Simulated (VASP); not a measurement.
# Au (Pm-3m) in VASP: notebook, part 2 of 2

VASP 6.6.1. The steps go on from the part before.

### Step 3. Single point, PBEsol (volume scaled by 0.4)

File INCAR:

```
PREC = Accurate ; ENCUT = 520
EDIFF = 1E-6 ; ISMEAR = -1
SIGMA = 0.08 ; LREAL = F
LASPH = T ; NELM = 80
ALGO = Normal ; ISIF = 2
LWAVE = F ; LCHARG = F
GGA = PS ; NBANDS = 12
```

File KPOINTS:

```
Automatic mesh
0
Gamma
  14 14 14
```

File POSCAR:

```
Au
1.0
    1.9849875146      0.0000000000      0.0000000000
    0.0000000000      1.9849875146      0.0000000000
    0.0000000000      0.0000000000      1.9849875146
Au
1
Direct
    0.0000000000      0.0000000000      0.0000000000
```

Potentials or basis: VASP PAW PBE potentials, release 64 (Au).

On the command line:

```bash
> cat potpaw_PBE.64/Au/POTCAR > POTCAR
> mpirun -np 1 vasp_std > vasp.out
```

OUTCAR:

```text
PREC = Accurate
   ENCUT = 520
   EDIFF = 1E-6
   ISMEAR = -1
   LREAL = F
   LASPH = T
   NELM = 80
   ISIF = 2
   GGA = PS

 ion  position               nearest neighbor table
   1  0.000  0.000  0.000-

  LATTYP: Found a simple cubic cell.
 ALAT       =     1.9849875146

  Lattice vectors:

 A1 = (   1.9849875146,   0.0000000000,   0.0000000000)
 A2 = (   0.0000000000,   1.9849875146,   0.0000000000)
 A3 = (   0.0000000000,   0.0000000000,   1.9849875146)

Analysis of symmetry for initial positions (statically):
=====================================================================
 Subroutine PRICEL returns:
 Original cell was already a primitive cell.

 Routine SETGRP: Setting up the symmetry group for a
 simple cubic supercell.

 Subroutine GETGRP returns: Found 48 space group operations
 (whereof 48 operations were pure point group operations)
 out of a pool of 48 trial point group operations.

The static configuration has the point symmetry O_h .

Analysis of symmetry for dynamics (positions and initial velocities):
=====================================================================
[... 167 lines left out ...]
      3       9.8645      2.00000
      4      28.1743      2.00000
      5      28.1743      2.00000
      6      28.1743      2.00000
      7      47.1217      0.00000
      8      47.1217      0.00000
      9      47.1217      0.00000
     10      58.8908      0.00000
     11      60.5489      0.00000
     12      60.5489      0.00000
[... 331 lines left out ...]
 k-point    24 :       0.3571    0.2143    0.0000
  band No.  band energies     occupation
      1      12.2890      2.00000
      2      13.7837      2.00000
      3      17.8517      2.00000
      4      21.8901      2.00000
      5      25.1427      2.00000
      6      25.4236      2.00000
      7      38.7591      0.00000
      8      46.6129      0.00000
      9      47.9696      0.00000
     10      59.5667      0.00000
     11      60.4190      0.00000
     12      61.2275      0.00000

 [... further k-points ...]

------------------------ aborting loop because EDIFF is reached ----------------------------------------

  FORCE on cell =-STRESS in cart. coord.  units (eV):
  Direction    XX          YY          ZZ          XY          YZ          ZX
  --------------------------------------------------------------------------------------
  -------------------------------------------------------------------------------------
  Total       64.2520394     64.2520394     64.2520394      0.0000000     -0.0000000      0.0000000
  in kB    13162.0689309  13162.0689309  13162.0689309      0.0000000     -0.0000000      0.0000000
  external PRESSURE =   13162.0689309 kB  Pullay stress =       0.0000000 kB

 VOLUME and BASIS-vectors are now :
 -----------------------------------------------------------------------------
  energy-cutoff  :      520.00
  volume of cell :        7.82
      direct lattice vectors                 reciprocal lattice vectors
     1.984987515  0.000000000  0.000000000     0.503781506  0.000000000  0.000000000
     0.000000000  1.984987515  0.000000000     0.000000000  0.503781506  0.000000000
     0.000000000  0.000000000  1.984987515     0.000000000  0.000000000  0.503781506

 POSITION                                       TOTAL-FORCE (eV/Angst)
 -----------------------------------------------------------------------------------
      0.00000      0.00000      0.00000         0.000000      0.000000      0.000000
 -----------------------------------------------------------------------------------
    total drift:                                0.000000      0.000000      0.000000

  FREE ENERGIE OF THE ION-ELECTRON SYSTEM (eV)
  ---------------------------------------------------
  free  energy   TOTEN  =        16.3134574500 eV

  energy  without entropy=       16.3176805012  energy(sigma->0) =       16.31556898
```

stdout:

```text
POSCAR found type information on POSCAR Au
 POSCAR found :  1 types and       1 ions
 scaLAPACK will be used
 -----------------------------------------------------------------------------
|                                                                             |
|                                                                             |
|     You enforced a specific xc type in the INCAR file but a different       |
|     I HOPE YOU KNOW WHAT YOU ARE DOING!                                     |
|                                                                             |
 -----------------------------------------------------------------------------

 LDA part: xc-table for (Slater+PW92), standard interpolation
 POSCAR, INCAR and KPOINTS ok, starting setup
 FFT: planning ... GRIDC
 FFT: planning ... GRID_SOFT
 FFT: planning ... GRID
 WAVECAR not read
 entering main loop
```

Run time: 4.1 s. Hardware: 1 thread of Intel Xeon Platinum 8488C (Sapphire Rapids), shared host; peak memory 0.12 GiB.

The run converged, but its numbers aren't listed here, since they failed a check.

Caveat: the PAW data sets were made with another functional, which shifts forces and pressure a little; spin-orbit coupling is left out, which moves the levels of the heavy elements.

### Step 4. Single point, PBEsol (volume scaled by 0.4)

File INCAR:

```
SYSTEM = Au
  ALGO = Normal
  EDIFF = 1E-6
  ENCUT = 520
  GGA = PS
  ISIF = 2
  ISMEAR = -1
  LASPH = .True.
  LCHARG = .True.
  LELF = .True.
  LREAL = .False.
  LVHAR = .True.
  LWAVE = .False.
  NBANDS = 12
  NELM = 60
  PREC = Accurate
  SIGMA = 0.08
```

File KPOINTS:

```
k-points
0
Gamma
  14 14 14
  0 0 0
```

POSCAR is that of step 3.

Potentials or basis: VASP PAW PBE potentials, release 64 (Au).

On the command line:

```bash
> cat potpaw_PBE.64/Au/POTCAR > POTCAR
> mpirun -np 1 vasp_std > vasp.out
```

OUTCAR:

```text
SYSTEM = Au
   EDIFF = 1E-6
   ENCUT = 520
   GGA = PS
   ISIF = 2
   ISMEAR = -1
   LASPH = .True.
   LREAL = .False.
   NELM = 60
   PREC = Accurate

 ion  position               nearest neighbor table
   1  0.000  0.000  0.000-

  LATTYP: Found a simple cubic cell.
 ALAT       =     1.9849875146

  Lattice vectors:

 A1 = (   1.9849875146,   0.0000000000,   0.0000000000)
 A2 = (   0.0000000000,   1.9849875146,   0.0000000000)
 A3 = (   0.0000000000,   0.0000000000,   1.9849875146)

[... 529 lines left out ...]
      4      21.8901      2.00000
      5      25.1427      2.00000
      6      25.4236      2.00000
      7      38.7591      0.00000
      8      46.6129      0.00000
      9      47.9696      0.00000
     10      59.5667      0.00000
     11      60.4190      0.00000
     12      61.2275      0.00000

 [... further k-points ...]
[... 5 lines left out ...]
  --------------------------------------------------------------------------------------
  -------------------------------------------------------------------------------------
  Total       64.2520394     64.2520394     64.2520394      0.0000000     -0.0000000      0.0000000
  in kB    13162.0689309  13162.0689309  13162.0689309      0.0000000     -0.0000000      0.0000000
  external PRESSURE =   13162.0689309 kB  Pullay stress =       0.0000000 kB

 VOLUME and BASIS-vectors are now :
 -----------------------------------------------------------------------------
  energy-cutoff  :      520.00
  volume of cell :        7.82
      direct lattice vectors                 reciprocal lattice vectors
     1.984987515  0.000000000  0.000000000     0.503781506  0.000000000  0.000000000
     0.000000000  1.984987515  0.000000000     0.000000000  0.503781506  0.000000000
     0.000000000  0.000000000  1.984987515     0.000000000  0.000000000  0.503781506

 POSITION                                       TOTAL-FORCE (eV/Angst)
 -----------------------------------------------------------------------------------
      0.00000      0.00000      0.00000         0.000000      0.000000      0.000000
 -----------------------------------------------------------------------------------
    total drift:                                0.000000      0.000000      0.000000

  FREE ENERGIE OF THE ION-ELECTRON SYSTEM (eV)
  ---------------------------------------------------
  free  energy   TOTEN  =        16.3134574500 eV

  energy  without entropy=       16.3176805012  energy(sigma->0) =       16.31556898
```

OSZICAR:

```text
N       E                     dE             d eps       ncg     rms          rms(c)
DAV:   1     0.753593214486E+02    0.75359E+02   -0.60301E+03  2904   0.904E+02
DAV:   2     0.159976076875E+02   -0.59362E+02   -0.57851E+02  3480   0.240E+02
DAV:   3     0.152058625483E+02   -0.79175E+00   -0.79144E+00  3748   0.248E+01
DAV:   4     0.152044790477E+02   -0.13835E-02   -0.13834E-02  3560   0.115E+00
DAV:   5     0.152044758101E+02   -0.32376E-05   -0.32357E-05  3756   0.481E-02    0.979E+01
DAV:   6     0.159167318807E+02    0.71226E+00   -0.47988E-02  3588   0.223E+00    0.590E+01
DAV:   7     0.163120824288E+02    0.39535E+00   -0.82746E-02  3680   0.271E+00    0.496E-01
DAV:   8     0.163135055468E+02    0.14231E-02   -0.48342E-03  3700   0.698E-01    0.192E-01
DAV:   9     0.163134738825E+02   -0.31664E-04   -0.13298E-04  3976   0.111E-01    0.911E-02
DAV:  10     0.163134572538E+02   -0.16629E-04   -0.79267E-06  3744   0.230E-02    0.501E-03
DAV:  11     0.163134574500E+02    0.19623E-06   -0.28130E-07  2688   0.433E-03
   1 F= 0.16313457E+02 E0= 0.16315569E+02  d E =-.422305E-02
```

Wall time 4.2 s (1 thread of Intel Xeon Platinum 8488C (Sapphire Rapids), shared host); peak memory 0.12 GiB.

The run converged, but its numbers aren't listed here, since they failed a check.

Caveat: the PAW data sets were made with another functional, which shifts forces and pressure a little; spin-orbit coupling is left out, which moves the levels of the heavy elements.

### Step 5. Single point, PBEsol (volume scaled by 0.5)

File INCAR:

```
PREC = Accurate
ENCUT = 520
EDIFF = 1E-7
ISMEAR = -1
SIGMA = 0.08
LREAL = False
LASPH = True
NELM = 80
ALGO = Normal
ISIF = 2
LWAVE = False
LCHARG = False
GGA = PS
NBANDS = 12
```

File KPOINTS:

```
regular mesh
0
Gamma
  14 14 14
```

File POSCAR:

```
Au
1.0
    2.1382629804      0.0000000000      0.0000000000
    0.0000000000      2.1382629804      0.0000000000
    0.0000000000      0.0000000000      2.1382629804
Au
1
Direct
    0.0000000000      0.0000000000      0.0000000000
```

On the command line:

```bash
> cat potpaw_PBE.64/Au/POTCAR > POTCAR
> mpirun -np 1 vasp_std > vasp.out
```

Wall time 4.5 s (1 thread of Intel Xeon Platinum 8488C (Sapphire Rapids), shared host); peak memory 0.12 GiB.

The run converged. Its results:

* Free energy: 5.2844 eV
* Pressure: 592.2 GPa

Levels at points of the mesh, in eV from the Fermi level:
```tsv
k point	band 4	band 5	band 6	band 7	band 8	band 9
(0.00, 0.00, 0.00)	-1.93	-1.93	-1.93	16.59	16.59	16.59
(0.50, 0.00, 0.00)	-7.41	-5.63	-1.35	6.85	13.55	21.11
(0.50, 0.50, 0.00)	-6.35	1.93	2.86	2.86	15.64	17.27
(0.50, 0.50, 0.50)	2.35	2.35	4.38	13.75	13.75	13.75
```

Caveat: the PAW data sets were made with another functional, which shifts forces and pressure a little; spin-orbit coupling is left out, which moves the levels of the heavy elements.

### Step 6. Single point, PBEsol (volume scaled by 0.5)

File INCAR:

```
SYSTEM = Au
PREC = Accurate
ENCUT = 520
EDIFF = 1E-6
ISMEAR = -1
SIGMA = 0.08
LREAL = .FALSE.
LASPH = .TRUE.
NELM = 80
ALGO = Normal
ISIF = 2
LWAVE = .FALSE.
LCHARG = .FALSE.
GGA = PS
NBANDS = 12
```

File KPOINTS:

```
Automatic mesh
0
G
  14 14 14
  0 0 0
```

POSCAR is that of step 5.

Potentials or basis: VASP PAW PBE potentials, release 64 (Au).

On the command line:

```bash
> cat potpaw_PBE.64/Au/POTCAR > POTCAR
> mpirun -np 1 vasp_std > vasp.out
```

It took 4 s on 1 thread of Intel Xeon Platinum 8488C (Sapphire Rapids), shared host; peak memory 0.12 GiB.

It converged, with:

```yaml
Free_energy: 5.2844 eV
Pressure: 592.1 GPa
```

Levels at points of the mesh, in eV from the Fermi level:
```
           k point  band 3  band 4  band 5  band 6  band 7  band 8  band 9  band 10
(0.00, 0.00, 0.00)  -15.40   -1.93   -1.93   -1.93   16.59   16.59   16.59    26.31
(0.50, 0.00, 0.00)   -7.41   -7.41   -5.63   -1.35    6.85   13.55   21.11    25.16
(0.50, 0.50, 0.00)   -6.35   -6.35    1.93    2.86    2.86   15.64   17.27    22.81
(0.50, 0.50, 0.50)  -14.21    2.35    2.35    4.38   13.75   13.75   13.75    26.57
```

Caveat: the PAW data sets were made with another functional, which shifts forces and pressure a little; spin-orbit coupling is left out, which moves the levels of the heavy elements.
